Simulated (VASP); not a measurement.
# Fe (Im-3m) in VASP: a series of runs, part 2 of 2

VASP 6.6.1.

## (3) Single point, PBE, collinear spin, ferromagnetic start

File INCAR:

```
SYSTEM = Fe
  PREC = Accurate
  ENCUT = 520
  EDIFF = 1E-7
  ISMEAR = 0
  SIGMA = 0.1
  LREAL = .False.
  LASPH = .True.
  NELM = 150
  ALGO = Normal
  ISIF = 2
  LWAVE = .False.
  LCHARG = .True.
  ISPIN = 2
  MAGMOM = 4
  LORBIT = 11
  LMAXMIX = 4
  GGA = PE
  LELF = .True.
  LVHAR = .True.
  NBANDS = 14
```

File KPOINTS:

```
Automatic mesh
0
Gamma
  8 8 8
  0 0 0
```

File POSCAR:

```
Fe
1.0
   -1.4315177495      1.4315177495      1.4315177495
    1.4315177495     -1.4315177495      1.4315177495
    1.4315177495      1.4315177495     -1.4315177495
Fe
1
Direct
    0.0000000000      0.0000000000      0.0000000000
```

Potentials or basis: VASP PAW PBE potentials, release 64 (Fe).

Started as:

```bash
> cat potpaw_PBE.64/Fe/POTCAR > POTCAR
> mpirun -np 1 vasp_std > vasp.out
```

OUTCAR:

```text
SYSTEM = Fe
   PREC = Accurate
   ENCUT = 520
   EDIFF = 1E-7
   ISMEAR = 0
   LREAL = .False.
   LASPH = .True.
   NELM = 150
   ISIF = 2
   ISPIN = 2
   LORBIT = 11
   GGA = PE

 ion  position               nearest neighbor table
   1  0.000  0.000  0.000-

  LATTYP: Found a body centered cubic cell.
 ALAT       =     2.8630354990

  Lattice vectors:

 A1 = (  -1.4315177495,   1.4315177495,   1.4315177495)
 A2 = (   1.4315177495,  -1.4315177495,   1.4315177495)
 A3 = (   1.4315177495,   1.4315177495,  -1.4315177495)

Analysis of symmetry for initial positions (statically):
=====================================================================
 Subroutine PRICEL returns:
 Original cell was already a primitive cell.

 Routine SETGRP: Setting up the symmetry group for a
 body centered cubic supercell.

 Subroutine GETGRP returns: Found 48 space group operations
 (whereof 48 operations were pure point group operations)
 out of a pool of 48 trial point group operations.

The static configuration has the point symmetry O_h .

Analysis of symmetry for dynamics (positions and initial velocities):
=====================================================================
 Subroutine PRICEL returns:
 Original cell was already a primitive cell.

 Routine SETGRP: Setting up the symmetry group for a
 body centered cubic supercell.

 Subroutine GETGRP returns: Found 48 space group operations
 (whereof 48 operations were pure point group operations)
 out of a pool of 48 trial point group operations.

The dynamic configuration has the point symmetry O_h .

Analysis of structural, dynamic, and magnetic symmetry:
=====================================================================
 Subroutine PRICEL returns:
 Original cell was already a primitive cell.

 Routine SETGRP: Setting up the symmetry group for a
 body centered cubic supercell.

 Subroutine GETGRP returns: Found 48 space group operations
 (whereof 48 operations were pure point group operations)
 out of a pool of 48 trial point group operations.

The overall configuration has the point symmetry O_h .

 Subroutine INISYM returns: Found 48 space group operations
 (whereof 48 operations are pure point group operations),
 and found     1 'primitive' translations

----------------------------------------------------------------------------------------

                                     Primitive cell

  volume of cell :      11.7341

  direct lattice vectors                    reciprocal lattice vectors
    -1.431517749  1.431517749  1.431517749     0.000000000  0.349279637  0.349279637
     1.431517749 -1.431517749  1.431517749     0.349279637  0.000000000  0.349279637
     1.431517749  1.431517749 -1.431517749     0.349279637  0.349279637  0.000000000

  length of vectors
     2.479461474  2.479461474  2.479461474     0.493956000  0.493956000  0.493956000

  position of ions in fractional coordinates (direct lattice)
     0.000000000  0.000000000  0.000000000

  ion indices of the primitive-cell ions
   primitive index   ion index
                 1           1

----------------------------------------------------------------------------------------

 KPOINTS: Automatic mesh

Automatic generation of k-mesh.
 Grid dimensions read from file:
 generate k-points for:    8    8    8

 Generating k-lattice:

[... 69 lines left out ...]
   POTIM  = 0.5000    time-step for ionic-motion
   TEBEG  =    0.0;   TEEND  =   0.0 temperature during run
   PSTRESS=    0.0 pullay stress
   NELECT =       8.0000    total number of electrons
   NUPDOWN=      -1.0000    fix difference up-down
   EMIN   =  10.00;   EMAX   =-10.00  energy-range for DOS
   EFERMI =   0.00;   METHOD = LEGACY
   ISMEAR =     0;   SIGMA  =   0.10  broadening in eV -4-tet -1-fermi 0-gaus
   EFERMI_NEDOS =   21; number of points for ismear=-14 and -15
   IALGO  =     38    algorithm
   IMIX   =      4    mixing-type and parameters
     AMIX     =   0.40;   BMIX     =  1.00
     AMIX_MAG =   1.60;   BMIX_MAG =  1.00
  volume/ion in A,a.u.               =      11.73        79.19
  Fermi-wavevector in a.u.,A,eV,Ry     =   1.440859  2.722828 28.246703  2.076074
  Thomas-Fermi vector in A             =   2.559556
   LORBIT       =     11    0 simple, 1 ext, 2 COOP (PROOUT), +10 PAW based schemes
   GGA     = PE    functional components
   LHFCALC =     F    Hartree Fock is set to
   AEXX    =    0.0000 exact exchange contribution
   IVDW    =     0    specifies the selected vdW correction
   LEPSILON=     F    determine dielectric tensor
   LRPA    =     F    only Hartree local field effects (RPA)
 spin polarized calculation
 Gauss-broadening in eV      SIGMA  =   0.10
  energy-cutoff  :      520.00
  volume of cell :       11.73
 maximum number of plane-waves:       325
   NGX =  9   NGY =  9   NGZ =  9

 number of electron       7.9999999 magnetization       2.3509888

 Free energy of the ion-electron system (eV)
  ---------------------------------------------------
  ext. energy  EPLUGINS =         0.00000000
  ---------------------------------------------------
  free energy    TOTEN  =        -8.22860452 eV

  energy without entropy =       -8.22483002  energy(sigma->0) =       -8.22671727

 E-fermi :   5.4752     XC(G=0): -12.9296

 val. band max:        5.4628325807   @ k =   0.1250   0.1250   0.1250
 cond. band min:       5.4918336015   @ k =   0.5000   0.5000   0.5000
 fundamental gap:      0.0290010208
 Fermi energy:         5.4751649144

 spin component 1

 k-point     1 :       0.0000    0.0000    0.0000
  band No.  band energies     occupation
      1      -2.7426      1.00000
      2       3.1939      1.00000
      3       3.1939      1.00000
      4       3.1939      1.00000
      5       4.4014      1.00000
      6       4.4014      1.00000
      7      30.2133      0.00000
      8      30.2133      0.00000
      9      30.2133      0.00000
     10      35.1065      0.00000
     11      35.1065      0.00000
     12      37.1804      0.00000
     13      37.1804      0.00000
     14      37.1804      0.00000
[... 379 lines left out ...]
      3       3.6371      1.00000
      4       4.0484      1.00000
      5       5.1384      1.00000
      6       7.7119      0.00000
      7      16.9820      0.00000
      8      19.8662      0.00000
      9      22.6078      0.00000
     10      25.9899      0.00000
     11      35.4222      0.00000
     12      37.4235      0.00000
     13      40.2684      0.00000
     14      45.0152      0.00000

 [... further k-points ...]

 spin component 2

 k-point     1 :       0.0000    0.0000    0.0000
  band No.  band energies     occupation
      1      -2.5849      1.00000
      2       5.3216      0.98509
      3       5.3216      0.98504
      4       5.3217      0.98503
      5       7.2317      0.00000
      6       7.2318      0.00000
      7      29.9215      0.00000
      8      29.9215      0.00000
      9      29.9215      0.00000
     10      35.2359      0.00000
     11      35.2359      0.00000
     12      37.9123      0.00000
     13      37.9123      0.00000
     14      37.9123      0.00000
[... 379 lines left out ...]
      3       5.6967      0.00086
      4       6.2195      0.00000
      5       7.4996      0.00000
      6       9.3307      0.00000
      7      17.8277      0.00000
      8      20.4998      0.00000
      9      23.2279      0.00000
     10      26.4664      0.00000
     11      36.1632      0.00000
     12      37.8910      0.00000
     13      40.7274      0.00000
     14      45.4428      0.00000

 [... further k-points ...]

------------------------ aborting loop because EDIFF is reached ----------------------------------------

  FORCE on cell =-STRESS in cart. coord.  units (eV):
  Direction    XX          YY          ZZ          XY          YZ          ZX
  --------------------------------------------------------------------------------------
  -------------------------------------------------------------------------------------
  Total       -0.2440229     -0.2440229     -0.2440229     -0.0000000      0.0000000     -0.0000000
  in kB      -33.3189298    -33.3189298    -33.3189298     -0.0000000      0.0000000     -0.0000000
  external PRESSURE =     -33.3189298 kB  Pullay stress =       0.0000000 kB

 VOLUME and BASIS-vectors are now :
 -----------------------------------------------------------------------------
  energy-cutoff  :      520.00
  volume of cell :       11.73
      direct lattice vectors                 reciprocal lattice vectors
    -1.431517749  1.431517749  1.431517749     0.000000000  0.349279637  0.349279637
     1.431517749 -1.431517749  1.431517749     0.349279637  0.000000000  0.349279637
     1.431517749  1.431517749 -1.431517749     0.349279637  0.349279637  0.000000000

 POSITION                                       TOTAL-FORCE (eV/Angst)
 -----------------------------------------------------------------------------------
      0.00000      0.00000      0.00000        -0.000000      0.000000     -0.000000
 -----------------------------------------------------------------------------------
    total drift:                                0.000000      0.000000      0.000000

  FREE ENERGIE OF THE ION-ELECTRON SYSTEM (eV)
  ---------------------------------------------------
  free  energy   TOTEN  =        -8.2286045198 eV

  energy  without entropy=       -8.2248300182  energy(sigma->0) =       -8.22671727

 total charge

# of ion       s       p       d       tot
------------------------------------------
    1        0.472   0.515   6.215   7.202

 magnetization (x)

# of ion       s       p       d       tot
------------------------------------------
    1       -0.015  -0.062   2.434   2.357
```

stdout:

```text
POSCAR found type information on POSCAR Fe
 POSCAR found :  1 types and       1 ions
 scaLAPACK will be used
 LDA part: xc-table for (Slater+PW92), standard interpolation
 POSCAR, INCAR and KPOINTS ok, starting setup
 FFT: planning ... GRIDC
 FFT: planning ... GRID_SOFT
 FFT: planning ... GRID
 WAVECAR not read
 entering main loop
```

Wall time 21 s (1 thread of Intel Xeon 8259CL, shared host); peak memory 0.13 GiB.

What came out:

- Free energy: -8.2286 eV
- Pressure: -3.3 GPa
- Net moment: 2.35 μB per cell
- Site moments: Fe +2.36 μB
- Valence electrons inside the program's atomic spheres: Fe 7.20

Caveat: the k points lie up to 0.39 Å⁻¹ apart.

## (4) Single point, PBE, collinear spin, ferromagnetic start

File INCAR:

```
ALGO = Fast
EDIFF = 1E-6
ENCUT = 520
GGA = PE
ISIF = 2
ISMEAR = 0
ISPIN = 2
LASPH = True
LCHARG = False
LMAXMIX = 4
LORBIT = 11
LREAL = False
LWAVE = False
MAGMOM = 4
NBANDS = 14
NELM = 150
PREC = Accurate
SIGMA = 0.1
```

File KPOINTS:

```
k-points
0
Gamma
  8 8 8
```

POSCAR is that of step 3.

Started as:

```bash
> cat potpaw_PBE.64/Fe/POTCAR > POTCAR
> mpirun -np 1 vasp_std > vasp.out
```

Run time: 20 s. Hardware: 1 thread of Intel Xeon 8259CL, shared host; peak memory 0.13 GiB.

The run converged. Its results:

- Free energy: -8.2286 eV
- Pressure: -3.4 GPa
- Net moment: 2.35 μB per cell
- Site moments: Fe +2.36 μB
- Valence electrons inside the program's atomic spheres: Fe 7.20

Levels at points of the mesh, in eV from the Fermi level:
Spin up:
```csv
k point,band 3,band 4,band 5,band 6,band 7,band 8
"(0.00, 0.00, 0.00)",-2.28,-2.28,-1.07,-1.07,24.74,24.74
"(0.50, 0.00, 0.00)",-1.03,-0.90,0.27,0.56,7.07,18.13
"(0.50, 0.50, 0.50)",0.02,0.02,0.02,9.72,9.72,9.72
```
Spin down:
```tsv
k point	band 1	band 2	band 3	band 4	band 5	band 6	band 7
(0.00, 0.00, 0.00)	-8.06	-0.15	-0.15	-0.15	1.76	1.76	24.45
(0.50, 0.00, 0.00)	-3.38	-1.40	0.64	1.63	2.00	2.73	8.54
(0.50, 0.50, 0.50)	-2.77	-2.77	2.44	2.44	2.44	10.02	10.02
```

Caveat: the k points lie up to 0.39 Å⁻¹ apart.
